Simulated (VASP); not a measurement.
Write the native input for VASP 6.6.1 that does the following.

```yaml
Task: single point
Functional: PBE
Potentials_or_basis: VASP PAW PBE potentials, release 64 (Mn_pv, S)
Cutoff: 540 eV
k_mesh: 9 × 9 × 9
Occupations: fermi-dirac, width 0.05 eV
Spin: collinear spin, ferromagnetic start
Starting_moments: "[4.0, 0.0] μB"
Dipole_correction: no
Second_try: not_converged
Further_INCAR_settings: ALGO = All; EDIFF = 1e-06; NBANDS = 20
```

The structure of MnS lies in POSCAR:

```
MnS
1.0
    0.0000000000      2.5060127231      2.5060127231
    2.5060127231      0.0000000000      2.5060127231
    2.5060127231      2.5060127231      0.0000000000
Mn S
1 1
Direct
    0.0000000000      0.0000000000      0.0000000000
    0.7500000000      0.7500000000      0.7500000000
```

The input as run:

INCAR

```
  ALGO = All
  EDIFF = 1E-6
  ENCUT = 540
  GGA = PE
  GGA_COMPAT = False
  ISEARCH = 1
  ISIF = 2
  ISMEAR = -1
  ISPIN = 2
  KPAR = 4
  LASPH = True
  LCHARG = False
  LMAXMIX = 4
  LORBIT = 11
  LREAL = False
  LWAVE = False
  MAGMOM = 4 0
  NBANDS = 20
  NELM = 300
  PREC = Accurate
  SIGMA = 0.05
```

KPOINTS

```
k-points
0
Gamma
  9 9 9
```

Potentials or basis: VASP PAW PBE potentials, release 64 (Mn_pv, S).

Run with:

```sh
$ cat potpaw_PBE.64/Mn_pv/POTCAR potpaw_PBE.64/S/POTCAR > POTCAR
$ mpirun -np 4 vasp_std > vasp.out
```

Results of the run:

| Property | Result |
| --- | --- |
| Pressure | -2.2 GPa |
| Net moment | -0.25 μB per cell |
| Site moments | Mn -0.24; S +0.01 μB |
| Valence electrons inside the program's atomic spheres | Mn 11.95; S 3.73 |

It took 51 s on 4 MPI ranks on Intel(R) Xeon(R) 6975P-C (Granite Rapids), with other jobs on the host, peak memory 0.21 GiB a rank.
